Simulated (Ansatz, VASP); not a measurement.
## One calculation of Sc3H, two programs

INCAR

```
ALGO     = Fast           # electronic algorithm
EDIFF    = 1E-6           # SCF threshold, eV
EDIFFG   = -0.04          # ionic threshold
ENCUT    = 600            # plane-wave cutoff, eV
GGA      = PE             # functional
IBRION   = 2              # ionic algorithm
ISIF     = 3              # what is computed and relaxed
ISMEAR   = 0              # smearing method
LASPH    = T              # aspherical terms in the spheres
LCHARG   = F              # write CHGCAR
LREAL    = F              # projectors in reciprocal space
LWAVE    = F              # write WAVECAR
NELM     = 60             # most SCF steps
NSW      = 90             # ionic steps
PREC     = Accurate       # precision mode
SIGMA    = 0.1            # smearing width, eV
```

The input KPOINTS:

```
k-points
0
Gamma
  4 4 4
```

POSCAR

```
Sc3H
1.0
    3.9694104029      0.0000000000      0.0000000000
    0.0000000000      3.9694104029      0.0000000000
    0.0000000000      0.0000000000      3.9694104029
Sc H
3 1
Direct
    0.0000000000      0.5000000000      0.5000000000
    0.5000000000      0.0000000000      0.5000000000
    0.5000000000      0.5000000000      0.0000000000
    0.0000000000      0.0000000000      0.0000000000
```

Input for Ansatz:

```yaml
crystal:
  lattice:
    - [3.9694104029, 0.0, 0.0]
    - [0.0, 3.9694104029, 0.0]
    - [0.0, 0.0, 3.9694104029]
  atoms:
    - { symbol: Sc, position: [0.0, 0.5, 0.5] }
    - { symbol: Sc, position: [0.5, 0.0, 0.5] }
    - { symbol: Sc, position: [0.5, 0.5, 0.0] }
    - { symbol: H, position: [0.0, 0.0, 0.0] }
basis:
  ecutwfc: 420
kpoints:
  mp_grid: { grid: [4, 4, 4] }
hamiltonian:
  xc: pbe
scf:
  occupations: { method: gaussian, width: 0.1 }
  lower_state_search: "off"
output:
  forces: true
  stress: true
  eigenvalues: true
relax:
  adjacent_minimum: "off"
  f_tol: 0.04
  max_steps: 70
  cell: { stress_tol: 0.4 }
```

Alike in both runs: task relaxation of cell and atoms; functional PBE; k mesh 4 × 4 × 4; occupations gaussian, width 0.1 eV; no spin polarisation.

|  | VASP | Ansatz |
| --- | --- | --- |
| version | VASP 6.6.1 | Ansatz 0.2.0 |
| potentials or method | VASP PAW PBE potentials, release 64 (Sc_sv, H), cutoff 600 eV | scalar-relativistic, plane waves, PAW |
| valence electrons in the cell | 34 | 34 |

|  | VASP | Ansatz | Ansatz less VASP |
| --- | --- | --- | --- |
| gap on the k mesh at the Fermi level, each at its own relaxed structure (eV) | none | none | - |
| relaxed volume (Å³/atom) | 20.48 | 20.31 | -0.170 |
| relaxed length of the cell vector where the two differ most in proportion (Å) | 4.343 | 4.331 | -0.0120 |

A gap of «none» marks a metal or a gap that the smearing closes.

The k mesh is coarse, so the values compare programs but aren't converged. Noted on VASP's run: the volume moved by over 15 % at a fixed basis, so the end points are rough.
